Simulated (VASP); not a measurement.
Input of a VASP 6.6.1 run:

The input INCAR:

```
PREC     = Accurate       # precision mode
ENCUT    = 520            # plane-wave cutoff, eV
EDIFF    = 1E-6           # SCF threshold, eV
ISMEAR   = 0              # smearing method
SIGMA    = 0.1            # smearing width, eV
LREAL    = F              # projectors in reciprocal space
LASPH    = T              # aspherical terms in the spheres
NELM     = 100            # most SCF steps
ALGO     = Normal         # electronic algorithm
ISIF     = 2              # what is computed and relaxed
LWAVE    = F              # write WAVECAR
LCHARG   = F              # write CHGCAR
GGA      = PE             # functional
NBANDS   = 41             # bands
```

The input KPOINTS:

```
Automatic mesh
0
Gamma
  4 4 4
```

File POSCAR:

```
Y3Zr2F
1.0
   -2.9048347570      2.9048347570      5.5482857379
    2.9048347570     -2.9048347570      5.5482857379
    2.9048347570      2.9048347570     -5.5482857379
Y Zr F
3 2 1
Direct
    0.6872925537      0.6872925537      0.0000000000
    0.3127074463      0.3127074463      0.0000000000
    0.0000000000      0.0000000000      0.0000000000
    0.7500000000      0.2500000000      0.5000000000
    0.2500000000      0.7500000000      0.5000000000
    0.5000000000      0.5000000000      0.0000000000
```

Potentials or basis: VASP PAW PBE potentials, release 64 (Y_sv, Zr_sv, F).

The run is started by

```bash
$ cat potpaw_PBE.64/Y_sv/POTCAR potpaw_PBE.64/Zr_sv/POTCAR potpaw_PBE.64/F/POTCAR > POTCAR
$ mpirun -np 1 vasp_std > vasp.out
```

(1) What does it give for the pressure?

(2) Estimate the band gap on the k mesh.

(3) Predict the largest force.

## Answers

(1) 0.1 GPa.

(2) zero (band 32 reaches 3.54 eV, above the bottom of band 33 at 3.22 eV).

(3) 0.024 eV/Å.

Caveat: the k points lie up to 0.38 Å⁻¹ apart.
